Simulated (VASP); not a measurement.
# AlPt (P2_13) in VASP: notebook

The runs below take AlPt through single point, with r2SCAN.

Program: VASP 6.6.1. These are calculated values, not measurements. Logs are shortened: lines on timing, memory, paths and dates and some standing lists are left out, and cuts for length are marked.

## Step 1: The cell of the first run

It takes space group P2_13 (No. 198, cubic). Conventional cell: a = 4.812 Å, b = 4.812 Å, c = 4.812 Å, α = 90.00°, β = 90.00°, γ = 90.00°. Al (site symmetry 3) has 7 Pt at 2.57 to 2.59 Å and 6 Al at 2.98 Å within 3.4 Å. Pt (site symmetry 3) has 7 Al at 2.57 to 2.59 Å and 6 Pt at 2.97 Å within 3.4 Å.

## Step 2: Single point, r2SCAN (13.93 Å³/atom)

Input file POSCAR:

```
AlPt
1.0
    4.8122730318      0.0000000000      0.0000000000
    0.0000000000      4.8122730318      0.0000000000
    0.0000000000      0.0000000000      4.8122730318
Al Pt
4 4
Direct
    0.8444840602      0.8444840602      0.8444840602
    0.6555159398      0.1555159398      0.3444840602
    0.3444840602      0.6555159398      0.1555159398
    0.1555159398      0.3444840602      0.6555159398
    0.1548085835      0.1548085835      0.1548085835
    0.3451914165      0.8451914165      0.6548085835
    0.6548085835      0.3451914165      0.8451914165
    0.8451914165      0.6548085835      0.3451914165
```

Input file INCAR.step1:

```
PREC = Accurate ; ENCUT = 520
ISMEAR = 0 ; SIGMA = 0.05
LREAL = F ; LASPH = T
NELM = 100 ; NBANDS = 36
GGA = PE ; ALGO = Normal
EDIFF = 1E-4 ; LWAVE = T
LCHARG = F
```

Input file INCAR.step2:

```
PREC = Accurate ; ENCUT = 520
EDIFF = 1E-6 ; ISMEAR = 0
SIGMA = 0.05 ; LREAL = F
LASPH = T ; NELM = 100
ALGO = Normal ; ISIF = 2
LWAVE = F ; LCHARG = F
METAGGA = R2SCAN ; LMIXTAU = T
NBANDS = 36 ; ISTART = 1
```

Input file KPOINTS:

```
Automatic mesh
0
Gamma
  8 8 8
```

Potentials or basis: VASP PAW PBE potentials, release 64 (Al, Pt).

Started as:

```console
> cat potpaw_PBE.64/Al/POTCAR potpaw_PBE.64/Pt/POTCAR > POTCAR
> cp INCAR.step1 INCAR
> mpirun -np 1 vasp_std > vasp.out
> cp INCAR.step2 INCAR
> mpirun -np 1 vasp_std > vasp.out
```

OUTCAR:

```text
PREC = Accurate
   ENCUT = 520
   EDIFF = 1E-6
   ISMEAR = 0
   LREAL = F
   LASPH = T
   NELM = 100
   ISIF = 2
   METAGGA = R2SCAN
   ISTART = 1

 ion  position               nearest neighbor table
   1  0.844  0.844  0.844-   6 2.57   7 2.57   8 2.57   6 2.58   7 2.58   8 2.58   5 2.59   4 2.98
                             4 2.98   2 2.98   2 2.98   3 2.98   3 2.98
   2  0.656  0.156  0.344-   5 2.57   7 2.57   8 2.57   7 2.58   8 2.58   5 2.58   6 2.59   3 2.98
                             3 2.98   1 2.98   4 2.98   4 2.98   1 2.98
   3  0.344  0.656  0.156-   5 2.57   6 2.57   8 2.57   8 2.58   6 2.58   5 2.58   7 2.59   2 2.98
                             2 2.98   1 2.98   4 2.98   4 2.98   1 2.98
   4  0.156  0.344  0.656-   5 2.57   6 2.57   7 2.57   6 2.58   5 2.58   7 2.58   8 2.59   1 2.98
                             1 2.98   2 2.98   3 2.98   2 2.98   3 2.98
   5  0.155  0.155  0.155-   2 2.57   3 2.57   4 2.57   2 2.58   3 2.58   4 2.58   1 2.59   6 2.97
                             7 2.97   8 2.97   6 2.97   8 2.97   7 2.97
   6  0.345  0.845  0.655-   1 2.57   3 2.57   4 2.57   3 2.58   4 2.58   1 2.58   2 2.59   8 2.97
                             5 2.97   5 2.97   7 2.97   7 2.97   8 2.97
   7  0.655  0.345  0.845-   1 2.57   2 2.57   4 2.57   4 2.58   2 2.58   1 2.58   3 2.59   8 2.97
                             5 2.97   8 2.97   6 2.97   6 2.97   5 2.97
   8  0.845  0.655  0.345-   1 2.57   2 2.57   3 2.57   2 2.58   1 2.58   3 2.58   4 2.59   7 2.97
                             5 2.97   7 2.97   5 2.97   6 2.97   6 2.97

  LATTYP: Found a simple cubic cell.
 ALAT       =     4.8122730318

  Lattice vectors:

 A1 = (   4.8122730318,   0.0000000000,   0.0000000000)
 A2 = (   0.0000000000,   4.8122730318,   0.0000000000)
 A3 = (   0.0000000000,   0.0000000000,   4.8122730318)

Analysis of symmetry for initial positions (statically):
=====================================================================
 Subroutine PRICEL returns:
 Original cell was already a primitive cell.

 Routine SETGRP: Setting up the symmetry group for a
 simple cubic supercell.

 Subroutine GETGRP returns: Found 12 space group operations
 (whereof  3 operations were pure point group operations)
 out of a pool of 48 trial point group operations.

The static configuration has the point symmetry C_3 .
 The point group associated with its full space group is T   .

Analysis of symmetry for dynamics (positions and initial velocities):
=====================================================================
 Subroutine PRICEL returns:
 Original cell was already a primitive cell.

 Routine SETGRP: Setting up the symmetry group for a
 simple cubic supercell.

 Subroutine GETGRP returns: Found 12 space group operations
 (whereof  3 operations were pure point group operations)
 out of a pool of 48 trial point group operations.

The dynamic configuration has the point symmetry C_3 .
 The point group associated with its full space group is T   .

 Subroutine INISYM returns: Found 12 space group operations
 (whereof  3 operations are pure point group operations),
 and found     1 'primitive' translations

----------------------------------------------------------------------------------------

                                     Primitive cell

  volume of cell :     111.4425

  direct lattice vectors                    reciprocal lattice vectors
     4.812273032  0.000000000  0.000000000     0.207802008  0.000000000  0.000000000
     0.000000000  4.812273032  0.000000000     0.000000000  0.207802008  0.000000000
     0.000000000  0.000000000  4.812273032     0.000000000  0.000000000  0.207802008

  length of vectors
     4.812273032  4.812273032  4.812273032     0.207802008  0.207802008  0.207802008

  position of ions in fractional coordinates (direct lattice)
     0.844484060  0.844484060  0.844484060
     0.655515940  0.155515940  0.344484060
     0.344484060  0.655515940  0.155515940
     0.155515940  0.344484060  0.655515940
     0.154808583  0.154808583  0.154808583
     0.345191417  0.845191417  0.654808583
     0.654808583  0.345191417  0.845191417
     0.845191417  0.654808583  0.345191417

  ion indices of the primitive-cell ions
   primitive index   ion index
                 1           1
                 2           2
                 3           3
                 4           4
                 5           5
                 6           6
                 7           7
                 8           8

----------------------------------------------------------------------------------------

 KPOINTS: Automatic mesh

Automatic generation of k-mesh.
 Grid dimensions read from file:
 generate k-points for:    8    8    8

 Generating k-lattice:

  Cartesian coordinates                     Fractional coordinates (reciprocal lattice)
     0.025975251  0.000000000  0.000000000     0.125000000  0.000000000  0.000000000
     0.000000000  0.025975251  0.000000000     0.000000000  0.125000000  0.000000000
     0.000000000  0.000000000  0.025975251     0.000000000  0.000000000  0.125000000

  Length of vectors
     0.025975251  0.025975251  0.025975251

  Shift w.r.t. Gamma in fractional coordinates (k-lattice)
     0.000000000  0.000000000  0.000000000

 Subroutine IBZKPT returns following result:
 ===========================================

 Found     45 irreducible k-points:

 Following reciprocal coordinates:
            Coordinates               Weight
  0.000000  0.000000  0.000000      1.000000
  0.125000  0.000000  0.000000      6.000000
  0.250000  0.000000  0.000000      6.000000
  0.375000  0.000000  0.000000      6.000000
  0.500000  0.000000  0.000000      3.000000
  0.125000  0.125000  0.000000     12.000000
[... 16 lines left out ...]
  0.250000  0.125000  0.125000     24.000000
  0.375000  0.125000  0.125000     24.000000
 [... further k-points ...]
   k-points           NKPTS =     45   k-points in BZ     NKDIM =     45   number of bands    NBANDS=     36
   number of dos      NEDOS =    301   number of ions     NIONS =      8
   total plane-waves  NPLWV =  46656
   dimension x,y,z NGX =    36 NGY =   36 NGZ =   36
   dimension x,y,z NGXF=    72 NGYF=   72 NGZF=   72
   ions per type =               4   4
   NGX,Y,Z   is equivalent  to a cutoff of  12.44, 12.44, 12.44 a.u.
   NGXF,Y,Z  is equivalent  to a cutoff of  24.87, 24.87, 24.87 a.u.
 SYSTEM =  unknown system
   PREC   = accura    normal or accurate (medium, high low for compatibility)
   ISTART =      1    job   : 0-new  1-cont  2-samecut
   ICHARG =      0    charge: 1-file 2-atom 10-const
   ISPIN  =      1    spin polarized calculation?
   LNONCOLLINEAR =      F non collinear calculations
   LSORBIT =      F    spin-orbit coupling
   LASPH  =      T    aspherical Exc in radial PAW
   ENCUT  =  520.0 eV  38.22 Ry    6.18 a.u.   8.95  8.95  8.95*2*pi/ulx,y,z
   NELM   =    100;   NELMIN=  2; NELMDL=  0     # of ELM steps
   EDIFF  = 0.1E-05   stopping-criterion for ELM
   LREAL  =      F    real-space projection
   EDIFFG = 0.1E-04   stopping-criterion for IOM
   NSW    =      0    number of steps for IOM
   IBRION =     -1    ionic relax: 0-MD 1-quasi-New 2-CG
   NFREE  =      0    steps in history (QN), initial steepest desc. (CG)
   ISIF   =      2    stress and relaxation
   ISYM   =      2    0-nonsym 1-usesym 2-fastsym
   POTIM  = 0.5000    time-step for ionic-motion
   TEBEG  =    0.0;   TEEND  =   0.0 temperature during run
   PSTRESS=    0.0 pullay stress
   NELECT =      52.0000    total number of electrons
   NUPDOWN=      -1.0000    fix difference up-down
   EMIN   =  10.00;   EMAX   =-10.00  energy-range for DOS
   EFERMI =   0.00;   METHOD = LEGACY
   ISMEAR =     0;   SIGMA  =   0.05  broadening in eV -4-tet -1-fermi 0-gaus
   EFERMI_NEDOS =   21; number of points for ismear=-14 and -15
   IALGO  =     38    algorithm
   IMIX   =      4    mixing-type and parameters
     AMIX     =   0.40;   BMIX     =  1.00
     AMIX_MAG =   1.60;   BMIX_MAG =  1.00
  volume/ion in A,a.u.               =      13.93        94.01
  Fermi-wavevector in a.u.,A,eV,Ry     =   1.269772  2.399521 21.936952  1.612320
  Thomas-Fermi vector in A             =   2.402795
   LORBIT       =      0    0 simple, 1 ext, 2 COOP (PROOUT), +10 PAW based schemes
   METAGGA = R2SCAN    functional components
   LHFCALC =     F    Hartree Fock is set to
   AEXX    =    0.0000 exact exchange contribution
   IVDW    =     0    specifies the selected vdW correction
   LEPSILON=     F    determine dielectric tensor
   LRPA    =     F    only Hartree local field effects (RPA)
 non-spin polarized calculation
 Gauss-broadening in eV      SIGMA  =   0.05
  energy-cutoff  :      520.00
  volume of cell :      111.44
 maximum number of plane-waves:      3028
   NGX = 17   NGY = 17   NGZ = 17

 number of electron      52.0000003 magnetization

 Free energy of the ion-electron system (eV)
  ---------------------------------------------------
  ext. energy  EPLUGINS =         0.00000000
  ---------------------------------------------------
  free energy    TOTEN  =      -241.79943734 eV

  energy without entropy =     -241.79783968  energy(sigma->0) =     -241.79863851

 E-fermi :  11.0124     XC(G=0): -13.4014

 val. band max:       10.9999642249   @ k =   0.3750   0.3750   0.3750
 cond. band min:      11.0657442450   @ k =   0.5000   0.3750   0.3750
 fundamental gap:      0.0657800200
 Fermi energy:        11.0124208537

 k-point     1 :       0.0000    0.0000    0.0000
  band No.  band energies     occupation
      1      -1.1230      2.00000
      2       3.4989      2.00000
      3       3.4989      2.00000
      4       3.4989      2.00000
      5       5.0207      2.00000
      6       5.0207      2.00000
[... 28 lines left out ...]
     35      16.8112      0.00000
     36      16.8112      0.00000
[... 866 lines left out ...]
      6       4.6245      2.00000
[... 28 lines left out ...]
     35      17.2964      0.00000
     36      18.4590      0.00000

 [... further k-points ...]

------------------------ aborting loop because EDIFF is reached ----------------------------------------

  FORCE on cell =-STRESS in cart. coord.  units (eV):
  Direction    XX          YY          ZZ          XY          YZ          ZX
  --------------------------------------------------------------------------------------
  -------------------------------------------------------------------------------------
  Total        6.3016884      6.3016884      6.3016884      0.0000000      0.0000000      0.0000000
  in kB       90.5976074     90.5976074     90.5976074      0.0000000      0.0000000      0.0000000
  external PRESSURE =      90.5976074 kB  Pullay stress =       0.0000000 kB

 VOLUME and BASIS-vectors are now :
 -----------------------------------------------------------------------------
  energy-cutoff  :      520.00
  volume of cell :      111.44
      direct lattice vectors                 reciprocal lattice vectors
     4.812273032  0.000000000  0.000000000     0.207802008  0.000000000  0.000000000
     0.000000000  4.812273032  0.000000000     0.000000000  0.207802008  0.000000000
     0.000000000  0.000000000  4.812273032     0.000000000  0.000000000  0.207802008

 POSITION                                       TOTAL-FORCE (eV/Angst)
 -----------------------------------------------------------------------------------
      4.06389      4.06389      4.06389         0.007610      0.007610      0.007610
      3.15452      0.74839      1.65775        -0.007610     -0.007610      0.007610
      1.65775      3.15452      0.74839         0.007610     -0.007610     -0.007610
      0.74839      1.65775      3.15452        -0.007610      0.007610     -0.007610
      0.74498      0.74498      0.74498         0.005188      0.005188      0.005188
      1.66116      4.06729      3.15112        -0.005188     -0.005188      0.005188
      3.15112      1.66116      4.06729         0.005188     -0.005188     -0.005188
      4.06729      3.15112      1.66116        -0.005188      0.005188     -0.005188
 -----------------------------------------------------------------------------------
    total drift:                               -0.000000     -0.000000     -0.000000

  FREE ENERGIE OF THE ION-ELECTRON SYSTEM (eV)
  ---------------------------------------------------
  free  energy   TOTEN  =      -241.7994373381 eV

  energy  without entropy=     -241.7978396767  energy(sigma->0) =     -241.79863851
```

Run time: 13 min. Hardware: 1 thread of Intel Xeon 8259CL, shared host; peak memory 0.31 GiB.

What came out:

- Free energy: -241.7994 eV
- Pressure: 9.1 GPa
- Largest force: 0.013 eV/Å
- Band gap on the k mesh: zero (bands 26 and 27 overlap by 1.20 eV)

Forces in eV/Å, atoms in the order of the input:
```
Al   0.008  0.008  0.008
Al  -0.008 -0.008  0.008
Al   0.008 -0.008 -0.008
Al  -0.008  0.008 -0.008
Pt   0.005  0.005  0.005
Pt  -0.005 -0.005  0.005
Pt   0.005 -0.005 -0.005
Pt  -0.005  0.005 -0.005
```

Caveat: the cell stands under pressure; the PAW data sets were made with another functional, which shifts forces and pressure a little; spin-orbit coupling is left out, which moves the levels of the heavy elements.

## Step 3: Single point, r2SCAN (14.22 Å³/atom)

This run uses another cell than the first one, of 14.22 Å³/atom.

Input file POSCAR:

```
AlPt
1.0
    4.8454621705      0.0000000000      0.0000000000
    0.0000000000      4.8454621705      0.0000000000
    0.0000000000      0.0000000000      4.8454621705
Al Pt
4 4
Direct
    0.8441405610      0.8441405610      0.8441405610
    0.6558594390      0.1558594390      0.3441405610
    0.3441405610      0.6558594390      0.1558594390
    0.1558594390      0.3441405610      0.6558594390
    0.1549655991      0.1549655991      0.1549655991
    0.3450344009      0.8450344009      0.6549655991
    0.6549655991      0.3450344009      0.8450344009
    0.8450344009      0.6549655991      0.3450344009
```

Input file INCAR.step1:

```
PREC = Accurate
ENCUT = 520
ISMEAR = 0
SIGMA = 0.05
LREAL = F
LASPH = T
NELM = 100
NBANDS = 36
GGA = PE
ALGO = Normal
EDIFF = 1E-4
LWAVE = T
LCHARG = F
```

Input file INCAR.step2:

```
PREC = Accurate
ENCUT = 520
EDIFF = 1E-6
ISMEAR = 0
SIGMA = 0.05
LREAL = F
LASPH = T
NELM = 100
ALGO = Normal
ISIF = 2
LWAVE = F
LCHARG = F
METAGGA = R2SCAN
LMIXTAU = T
NBANDS = 36
ISTART = 1
```

Input file KPOINTS:

```
regular mesh
0
Gamma
  8 8 8
```

Potentials or basis: VASP PAW PBE potentials, release 64 (Al, Pt).

Started as:

```console
> cat potpaw_PBE.64/Al/POTCAR potpaw_PBE.64/Pt/POTCAR > POTCAR
> cp INCAR.step1 INCAR
> mpirun -np 1 vasp_std > vasp.out
> cp INCAR.step2 INCAR
> mpirun -np 1 vasp_std > vasp.out
```

Run time: 14 min. Hardware: 1 thread of Intel Xeon 8259CL, shared host; peak memory 0.31 GiB.

The run converged. Its results:

| Property | Result |
| --- | --- |
| Free energy | -241.8949 eV |
| Pressure | 4.2 GPa |
| Largest force | 0.023 eV/Å |
| Band gap on the k mesh | zero (bands 26 and 27 overlap by 1.21 eV) |

Forces on the atoms (eV/Å):
```
Al   0.013  0.013  0.013
Al  -0.013 -0.013  0.013
Al   0.013 -0.013 -0.013
Al  -0.013  0.013 -0.013
Pt   0.000  0.000  0.000
Pt   0.000  0.000  0.000
Pt   0.000  0.000  0.000
Pt   0.000  0.000  0.000
```

Levels at points of the mesh, in eV from the Fermi level:
```tsv
k point	band 22	band 23	band 24	band 25	band 26	band 27	band 28	band 29	band 30	band 31
(0.00, 0.00, 0.00)	-1.88	-1.88	-1.88	-0.21	-0.21	-0.21	4.63	4.63	4.63	4.69
(0.50, 0.00, 0.00)	-2.48	-1.60	-1.60	-0.72	-0.72	1.37	1.37	3.06	3.06	4.91
(0.50, 0.50, 0.00)	-2.56	-2.36	-2.36	0.37	0.37	1.47	1.47	3.12	3.12	3.65
(0.50, 0.50, 0.50)	-2.66	-2.66	-2.66	-0.83	-0.83	-0.83	-0.83	7.19	7.19	7.19
```

Caveat: the cell stands under pressure; the PAW data sets were made with another functional, which shifts forces and pressure a little; spin-orbit coupling is left out, which moves the levels of the heavy elements.

(Continued in part 2 of 2.)

The gap in the log of VASP goes by the Fermi energy; the results here count the filled bands.